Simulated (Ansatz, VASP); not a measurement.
One calculation of Al, two programs

```
CELL_PARAMETERS angstrom
2.81442 0.00000 0.00000
-1.40721 2.43736 0.00000
0.00000 0.00000 9.24105
ATOMIC_POSITIONS crystal
Al 0.00000 0.00000 0.00000
Al 0.44821 0.89642 0.23485
Al 0.00000 0.00000 0.50000
Al 0.66667 0.33333 0.75000
```

Alike in both runs: task single point; functional PBE; dispersion D3(BJ); k mesh 18 × 18 × 4; occupations gaussian, width 0.15 eV; no spin polarisation.

```csv
,VASP,Ansatz
version,VASP 6.6.1,Ansatz 0.2.0
potentials or method,"VASP PAW PBE potentials, release 64 (Al), cutoff 520 eV","scalar-relativistic, plane waves, PAW"
valence electrons in the cell,12,12
```

|  | VASP | Ansatz | Ansatz less VASP |
| --- | --- | --- | --- |
| gap on the k mesh at the Fermi level (eV) | none | none | - |
| pressure (GPa) | 1.4 | 1.4 | 0.00 |
| traceless stress, the component that is largest in VASP (GPa) | 1.91 | 1.90 | -0.005 |
| rms of the force components (eV/Å) | 0.371 | 0.371 | -0.0004 |

Atom by atom the forces differ by 0.000 eV/Å (rms over components). A gap of «none» marks a metal or a gap that the smearing closes.
